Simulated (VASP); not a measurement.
# KF (Immm) in VASP: single point with r2SCAN

Aim: the single point of KF with r2SCAN.

Everything below comes from runs of VASP 6.6.1. Logs are shortened: lines on timing, memory, paths and dates and some standing lists are left out, and cuts for length are marked.

### Step 1. The cell of the first run

The structure is orthorhombic, space group Immm (No. 71). The conventional cell has a = 3.710 Å, b = 3.852 Å, c = 5.347 Å, α = 90.00°, β = 90.00°, γ = 90.00°. Within 3.5 Å of K (site symmetry mmm) lie 6 F at 2.67 Å. F (site symmetry mmm) has 6 K at 2.67 Å within 3.5 Å.

### Step 2. Single point, r2SCAN (strain +0.0375 x Voigt [0, 0, 0, 0, 1, 0])

POSCAR

```
KF
1.0
    0.0501281250      2.6735000000      2.6735000000
    2.7236281250      0.0000000000      2.7236281250
    2.6735000000      2.6735000000      0.0501281250
K F
1 1
Direct
    0.0000000000      0.0000000000      0.0000000000
    0.5000000000      0.5000000000      0.5000000000
```

INCAR.step1

```
SYSTEM = KF
  PREC = Accurate
  ENCUT = 520
  ISMEAR = 0
  SIGMA = 0.05
  LREAL = .FALSE.
  LASPH = .TRUE.
  NELM = 60
  NBANDS = 15
  GGA = PE
  ALGO = Normal
  EDIFF = 1E-4
  LWAVE = .TRUE.
  LCHARG = .FALSE.
```

INCAR.step2

```
SYSTEM = KF
  PREC = Accurate
  ENCUT = 520
  EDIFF = 1E-7
  ISMEAR = 0
  SIGMA = 0.05
  LREAL = .FALSE.
  LASPH = .TRUE.
  NELM = 60
  ALGO = Normal
  ISIF = 2
  LWAVE = .FALSE.
  LCHARG = .FALSE.
  METAGGA = R2SCAN
  LMIXTAU = .TRUE.
  NBANDS = 15
  ISTART = 1
```

KPOINTS

```
regular mesh
0
G
  8 8 8
  0 0 0
```

Potentials or basis: VASP PAW PBE potentials, release 64 (K_sv, F).

The run is started by

```
$ cat potpaw_PBE.64/K_sv/POTCAR potpaw_PBE.64/F/POTCAR > POTCAR
$ cp INCAR.step1 INCAR
$ mpirun -np 1 vasp_std > vasp.out
$ cp INCAR.step2 INCAR
$ mpirun -np 1 vasp_std > vasp.out
```

OUTCAR:

```text
SYSTEM = KF
   PREC = Accurate
   ENCUT = 520
   EDIFF = 1E-7
   ISMEAR = 0
   LREAL = .FALSE.
   LASPH = .TRUE.
   NELM = 60
   ISIF = 2
   METAGGA = R2SCAN
   ISTART = 1

 ion  position               nearest neighbor table
   1  0.000  0.000  0.000-   2 2.67   2 2.67   2 2.67   2 2.67   2 2.67   2 2.67
   2  0.500  0.500  0.500-   1 2.67   1 2.67   1 2.67   1 2.67   1 2.67   1 2.67

  LATTYP: Found a body centered orthorhombic cell.
 ALAT       =     3.7100080848
 B/A-ratio  =     1.0382165605
 C/A-ratio  =     1.4412367515

  Lattice vectors:

 A1 = (   0.0501281250,  -2.6735000000,   2.6735000000)
 A2 = (  -0.0501281250,  -2.6735000000,  -2.6735000000)
 A3 = (   2.6735000000,   2.6735000000,   0.0501281250)

Analysis of symmetry for initial positions (statically):
=====================================================================
 Subroutine PRICEL returns:
 Original cell was already a primitive cell.

 Routine SETGRP: Setting up the symmetry group for a
 body centered orthorhombic supercell.

 Subroutine GETGRP returns: Found  8 space group operations
 (whereof  8 operations were pure point group operations)
 out of a pool of  8 trial point group operations.

The static configuration has the point symmetry D_2h.

Analysis of symmetry for dynamics (positions and initial velocities):
=====================================================================
 Subroutine PRICEL returns:
 Original cell was already a primitive cell.

 Routine SETGRP: Setting up the symmetry group for a
 body centered orthorhombic supercell.

 Subroutine GETGRP returns: Found  8 space group operations
 (whereof  8 operations were pure point group operations)
 out of a pool of  8 trial point group operations.

The dynamic configuration has the point symmetry D_2h.

 Subroutine INISYM returns: Found  8 space group operations
 (whereof  8 operations are pure point group operations),
 and found     1 'primitive' translations

----------------------------------------------------------------------------------------

                                     Primitive cell

  volume of cell :      38.2048

  direct lattice vectors                    reciprocal lattice vectors
     0.050128125  2.673500000  2.673500000    -0.190594404  0.187020759  0.190594404
     2.723628125  0.000000000  2.723628125     0.183578659 -0.187020759  0.183578659
     2.673500000  2.673500000  0.050128125     0.190594404  0.187020759 -0.190594404

  length of vectors
     3.781232250  3.851791833  3.781232250     0.328068923  0.319967206  0.328068923

  position of ions in fractional coordinates (direct lattice)
     0.000000000  0.000000000  0.000000000
     0.500000000  0.500000000  0.500000000

  ion indices of the primitive-cell ions
   primitive index   ion index
                 1           1
                 2           2

----------------------------------------------------------------------------------------

 KPOINTS: regular mesh

Automatic generation of k-mesh.
 Grid dimensions read from file:
 generate k-points for:    8    8    8

 Generating k-lattice:

  Cartesian coordinates                     Fractional coordinates (reciprocal lattice)
    -0.023824301  0.023377595  0.023824301     0.125000000  0.000000000  0.000000000
     0.022947332 -0.023377595  0.022947332    -0.000000000  0.125000000 -0.000000000
     0.023824301  0.023377595 -0.023824301     0.000000000  0.000000000  0.125000000

  Length of vectors
     0.041008615  0.039995901  0.041008615

  Shift w.r.t. Gamma in fractional coordinates (k-lattice)
     0.000000000  0.000000000  0.000000000

 Subroutine IBZKPT returns following result:
 ===========================================

 Found     95 irreducible k-points:

 Following reciprocal coordinates:
            Coordinates               Weight
  0.000000  0.000000  0.000000      1.000000
  0.125000  0.000000  0.000000      4.000000
  0.250000  0.000000  0.000000      4.000000
  0.375000  0.000000  0.000000      4.000000
  0.500000  0.000000  0.000000      2.000000
 -0.000000  0.125000 -0.000000      4.000000
[... 16 lines left out ...]
  0.125000  0.375000 -0.000000      8.000000
  0.250000  0.375000 -0.000000      8.000000
 [... further k-points ...]
   k-points           NKPTS =     95   k-points in BZ     NKDIM =     95   number of bands    NBANDS=     15
   number of dos      NEDOS =    301   number of ions     NIONS =      2
   total plane-waves  NPLWV =  23520
   dimension x,y,z NGX =    28 NGY =   30 NGZ =   28
   dimension x,y,z NGXF=    56 NGYF=   60 NGZF=   56
   ions per type =               1   1
   NGX,Y,Z   is equivalent  to a cutoff of  12.31, 12.95, 12.31 a.u.
   NGXF,Y,Z  is equivalent  to a cutoff of  24.62, 25.90, 24.62 a.u.
 SYSTEM =  KF
   PREC   = accura    normal or accurate (medium, high low for compatibility)
   ISTART =      1    job   : 0-new  1-cont  2-samecut
   ICHARG =      0    charge: 1-file 2-atom 10-const
   ISPIN  =      1    spin polarized calculation?
   LNONCOLLINEAR =      F non collinear calculations
   LSORBIT =      F    spin-orbit coupling
   LASPH  =      T    aspherical Exc in radial PAW
   ENCUT  =  520.0 eV  38.22 Ry    6.18 a.u.   7.03  7.16  7.03*2*pi/ulx,y,z
   NELM   =     60;   NELMIN=  2; NELMDL=  0     # of ELM steps
   EDIFF  = 0.1E-06   stopping-criterion for ELM
   LREAL  =      F    real-space projection
   EDIFFG = 0.1E-05   stopping-criterion for IOM
   NSW    =      0    number of steps for IOM
   IBRION =     -1    ionic relax: 0-MD 1-quasi-New 2-CG
   NFREE  =      0    steps in history (QN), initial steepest desc. (CG)
   ISIF   =      2    stress and relaxation
   ISYM   =      2    0-nonsym 1-usesym 2-fastsym
   POTIM  = 0.5000    time-step for ionic-motion
   TEBEG  =    0.0;   TEEND  =   0.0 temperature during run
   PSTRESS=    0.0 pullay stress
   NELECT =      16.0000    total number of electrons
   NUPDOWN=      -1.0000    fix difference up-down
   EMIN   =  10.00;   EMAX   =-10.00  energy-range for DOS
   EFERMI =   0.00;   METHOD = LEGACY
   ISMEAR =     0;   SIGMA  =   0.05  broadening in eV -4-tet -1-fermi 0-gaus
   EFERMI_NEDOS =   21; number of points for ismear=-14 and -15
   IALGO  =     38    algorithm
   IMIX   =      4    mixing-type and parameters
     AMIX     =   0.40;   BMIX     =  1.00
     AMIX_MAG =   1.60;   BMIX_MAG =  1.00
  volume/ion in A,a.u.               =      19.10       128.91
  Fermi-wavevector in a.u.,A,eV,Ry     =   1.224829  2.314592 20.411550  1.500207
  Thomas-Fermi vector in A             =   2.359889
   LORBIT       =      0    0 simple, 1 ext, 2 COOP (PROOUT), +10 PAW based schemes
   METAGGA = R2SCAN    functional components
   LHFCALC =     F    Hartree Fock is set to
   AEXX    =    0.0000 exact exchange contribution
   IVDW    =     0    specifies the selected vdW correction
   LEPSILON=     F    determine dielectric tensor
   LRPA    =     F    only Hartree local field effects (RPA)
 non-spin polarized calculation
 Gauss-broadening in eV      SIGMA  =   0.05
  energy-cutoff  :      520.00
  volume of cell :       38.20
 maximum number of plane-waves:      1041
   NGX = 15   NGY = 15   NGZ = 15

 number of electron      16.0000006 magnetization

 Free energy of the ion-electron system (eV)
  ---------------------------------------------------
  ext. energy  EPLUGINS =         0.00000000
  ---------------------------------------------------
  free energy    TOTEN  =       -14.97055584 eV

  energy without entropy =      -14.97055584  energy(sigma->0) =      -14.97055584

 E-fermi :  -3.1364     XC(G=0):  -8.8915

 val. band max:       -3.3314420376   @ k =   0.0000   0.0000   0.0000
 cond. band min:       3.4677711577   @ k =   0.0000   0.0000   0.0000
 fundamental gap:      6.7992131953
 Fermi energy:        -3.1364160216

 k-point     1 :       0.0000    0.0000    0.0000
  band No.  band energies     occupation
      1     -30.4857      2.00000
      2     -23.1399      2.00000
      3     -12.9774      2.00000
      4     -12.9725      2.00000
      5     -12.9649      2.00000
      6      -3.3667      2.00000
      7      -3.3516      2.00000
      8      -3.3314      2.00000
      9       3.4678      0.00000
     10       7.8989      0.00000
     11       8.0868      0.00000
     12       8.2951      0.00000
     13       9.9609      0.00000
     14       9.9623      0.00000
     15      13.8307      0.00000

 k-point     2 :       0.1250    0.0000    0.0000
  band No.  band energies     occupation
      1     -30.4714      2.00000
      2     -23.1515      2.00000
      3     -13.0122      2.00000
      4     -12.9820      2.00000
      5     -12.9773      2.00000
      6      -3.4737      2.00000
      7      -3.4210      2.00000
      8      -3.3961      2.00000
      9       3.9124      0.00000
     10       7.8738      0.00000
     11       8.1248      0.00000
     12       8.3993      0.00000
     13      10.0929      0.00000
     14      10.0979      0.00000
     15      14.7048      0.00000

 k-point     3 :       0.2500    0.0000    0.0000
  band No.  band energies     occupation
      1     -30.4366      2.00000
      2     -23.1796      2.00000
      3     -13.1200      2.00000
      4     -12.9941      2.00000
      5     -12.9930      2.00000
      6      -3.7627      2.00000
      7      -3.5496      2.00000
      8      -3.5187      2.00000
      9       5.0211      0.00000
     10       7.4191      0.00000
     11       8.6944      0.00000
     12       8.9806      0.00000
     13      10.5056      0.00000
     14      10.5326      0.00000
     15      16.0546      0.00000

 k-point     4 :       0.3750    0.0000    0.0000
  band No.  band energies     occupation
      1     -30.4013      2.00000
      2     -23.2084      2.00000
      3     -13.2267      2.00000
      4     -13.0106      2.00000
      5     -13.0038      2.00000
      6      -4.0162      2.00000
      7      -3.6749      2.00000
      8      -3.6373      2.00000
      9       6.0893      0.00000
     10       7.5041      0.00000
     11       9.2490      0.00000
     12       9.5331      0.00000
     13      11.2708      0.00000
     14      11.3435      0.00000
     15      14.9596      0.00000
[... 307 lines left out ...]
 k-point    22 :      -0.0000    0.3750   -0.0000
  band No.  band energies     occupation
      1     -30.4093      2.00000
      2     -23.2156      2.00000
      3     -13.1895      2.00000
      4     -12.9975      2.00000
      5     -12.9917      2.00000
      6      -4.0175      2.00000
      7      -3.6381      2.00000
      8      -3.5957      2.00000
      9       5.9698      0.00000
     10       7.4533      0.00000
     11       9.2083      0.00000
     12       9.4959      0.00000
     13      11.3178      0.00000
     14      11.3885      0.00000
     15      14.6880      0.00000

 k-point    23 :       0.1250    0.3750   -0.0000
  band No.  band energies     occupation
      1     -30.4120      2.00000
      2     -23.2016      2.00000
      3     -13.1744      2.00000
      4     -13.0397      2.00000
      5     -13.0306      2.00000
      6      -3.9135      2.00000
      7      -3.5846      2.00000
      8      -3.5289      2.00000
      9       5.8885      0.00000
     10       7.0094      0.00000
     11       9.2802      0.00000
     12       9.5405      0.00000
     13      11.0277      0.00000
     14      11.2026      0.00000
     15      15.0354      0.00000

 k-point    24 :       0.2500    0.3750   -0.0000
  band No.  band energies     occupation
      1     -30.4027      2.00000
      2     -23.1824      2.00000
      3     -13.2371      2.00000
      4     -13.1205      2.00000
      5     -13.0961      2.00000
      6      -3.8014      2.00000
      7      -3.4718      2.00000
      8      -3.4400      2.00000
      9       6.1389      0.00000
     10       6.2588      0.00000
     11       9.5589      0.00000
     12      10.1119      0.00000
     13      10.8313      0.00000
     14      11.0585      0.00000
     15      15.3064      0.00000

 [... further k-points ...]
[... 5 lines left out ...]
  --------------------------------------------------------------------------------------
  -------------------------------------------------------------------------------------
  Total       -0.1421901     -0.1477601     -0.1421901     -0.0000000      0.0000000     -0.1123826
  in kB       -5.9629639     -6.1965506     -5.9629639     -0.0000000      0.0000000     -4.7129402
  external PRESSURE =      -6.0408261 kB  Pullay stress =       0.0000000 kB

 VOLUME and BASIS-vectors are now :
 -----------------------------------------------------------------------------
  energy-cutoff  :      520.00
  volume of cell :       38.20
      direct lattice vectors                 reciprocal lattice vectors
     0.050128125  2.673500000  2.673500000    -0.190594404  0.187020759  0.190594404
     2.723628125  0.000000000  2.723628125     0.183578659 -0.187020759  0.183578659
     2.673500000  2.673500000  0.050128125     0.190594404  0.187020759 -0.190594404

 POSITION                                       TOTAL-FORCE (eV/Angst)
 -----------------------------------------------------------------------------------
      0.00000      0.00000      0.00000         0.000000     -0.000000      0.000000
      2.72363      2.67350      2.72363        -0.000000      0.000000     -0.000000
 -----------------------------------------------------------------------------------
    total drift:                                0.000000      0.000000      0.000000

  FREE ENERGIE OF THE ION-ELECTRON SYSTEM (eV)
  ---------------------------------------------------
  free  energy   TOTEN  =       -14.9705558373 eV

  energy  without entropy=      -14.9705558373  energy(sigma->0) =      -14.97055584
```

Wall time 4 min (1 thread of AMD EPYC 7R43 (Zen 3), shared host); peak memory 0.17 GiB.

Results:

```yaml
Free_energy: -14.9706 eV
Pressure: -0.6 GPa
Band_gap_on_the_k_mesh: 6.80 eV, direct
```

Stress tensor (GPa, compression positive):
```
-0.60  0.00 -0.47
 0.00 -0.62  0.00
-0.47  0.00 -0.60
```

Caveat: the cell differs from its parent crystal (strain +0.0375 x Voigt [0, 0, 0, 0, 1, 0]); the PAW data sets were made with another functional, which shifts forces and pressure a little. A k mesh can miss the band edges.
